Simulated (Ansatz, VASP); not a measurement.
## One calculation of Zr, two programs

The input INCAR:

```
SYSTEM = Zr
PREC = Accurate
ENCUT = 520
EDIFF = 1E-8
ISMEAR = -1
SIGMA = 0.05
LREAL = .FALSE.
LASPH = .TRUE.
NELM = 60
ALGO = Normal
ISIF = 2
LWAVE = .FALSE.
LCHARG = .FALSE.
GGA = PE
LEFG = .TRUE.
NBANDS = 19
```

File KPOINTS:

```
Automatic mesh
0
G
  12 12 7
  0 0 0
```

The input POSCAR:

```
Zr
1.0
    3.2818577673      0.0000000000      0.0000000000
   -1.6409288837      2.8421721981      0.0000000000
    0.0000000000      0.0000000000      5.2402833316
Zr
2
Direct
    0.3333333333      0.6666666667      0.2500000000
    0.6666666667      0.3333333333      0.7500000000
```

Input for Ansatz:

```yaml
crystal:
  lattice:
    - [3.2818577673, 0.0, 0.0]
    - [-1.6409288837, 2.8421721981, 0.0]
    - [0.0, 0.0, 5.2402833316]
  atoms:
    - { symbol: Zr, position: [0.3333333333, 0.6666666667, 0.25] }
    - { symbol: Zr, position: [0.6666666667, 0.3333333333, 0.75] }
kpoints:
  mp_grid: { grid: [12, 12, 7] }
scf:
  occupations: { method: fermi_dirac, width: 0.05 }
hamiltonian:
  xc: pbe
  pseudopotentials: { kind: paw }
output:
  forces: true
  stress: true
  eigenvalues: true
  efg: { contact_densities: true }
```

Change from the starting cell: volume scaled by 1.04, PAW files.

Alike in both runs: task electric field gradients; functional PBE; k mesh 12 × 12 × 7; occupations fermi-dirac, width 0.05 eV; no spin polarisation.

|  | VASP | Ansatz |
| --- | --- | --- |
| version | VASP 6.6.1 | Ansatz 0.2.0 |
| potentials or method | VASP PAW PBE potentials, release 64 (Zr_sv) | PAW with Ansatz's default frozen-core files, scalar-relativistic |
| plane-wave cutoff (eV) | 520 | 420 |
| valence electrons in the cell | 24 | 24 |

VASP gave:

| Property | Result |
| --- | --- |
| pressure (GPa) | -3.8 |
| size of Vzz on the site where it differs most (V/Å²) | 35.7 |

Which values does Ansatz return?

Pressure (GPa): -3.8; size of Vzz on the site where it differs most (V/Å²): 36.6.
